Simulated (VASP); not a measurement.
Wanted: the native input for a VASP 6.6.1 run.

* Task: single point
* Functional: PBE
* Potentials or basis: VASP PAW PBE potentials, release 64 (Sn_d, Te)
* Cutoff: 520 eV
* k mesh: 10 × 10 × 10
* Occupations: gaussian, width 0.03 eV
* Spin: no spin polarisation
* Dipole correction: no
* Further INCAR settings: ALGO = Normal; EDIFF = 1e-06; NBANDS = 17

The structure of SnTe lies in POSCAR:

```
SnTe
1.0
    0.0000000000      3.0775875000      2.9986750000
    3.0775875000      0.0000000000      2.9986750000
    3.0775875000      3.0775875000      0.0000000000
Sn Te
1 1
Direct
    0.0000000000      0.0000000000      0.0000000000
    0.5000000000      0.5000000000      0.5000000000
```

This cell differs from its parent crystal: strain -0.025 along x and y, -0.050 along z.

The input as run:

INCAR

```
  ALGO = Normal
  EDIFF = 1E-6
  ENCUT = 520
  GGA = PE
  ISIF = 2
  ISMEAR = 0
  LASPH = True
  LCHARG = False
  LREAL = False
  LWAVE = False
  NBANDS = 17
  NELM = 60
  PREC = Accurate
  SIGMA = 0.03
```

KPOINTS

```
k-points
0
Gamma
  10 10 10
```

Potentials or basis: VASP PAW PBE potentials, release 64 (Sn_d, Te).

Launch:

```console
$ cat potpaw_PBE.64/Sn_d/POTCAR potpaw_PBE.64/Te/POTCAR > POTCAR
$ mpirun -np 1 vasp_std > vasp.out
```

Results of the run:

```
Pressure               : 8.4 GPa
Band gap on the k mesh : 0.23 eV, indirect (the least direct gap lies 0.7 meV higher)
```

Caveat: the cell differs from its parent crystal (strain -0.025 along x and y, -0.050 along z); spin-orbit coupling is left out, which moves the levels of the heavy elements.

Run time: 31 s on 1 thread of Intel(R) Xeon(R) 6975P-C (Granite Rapids), on a shared host, peak memory 0.25 GiB.
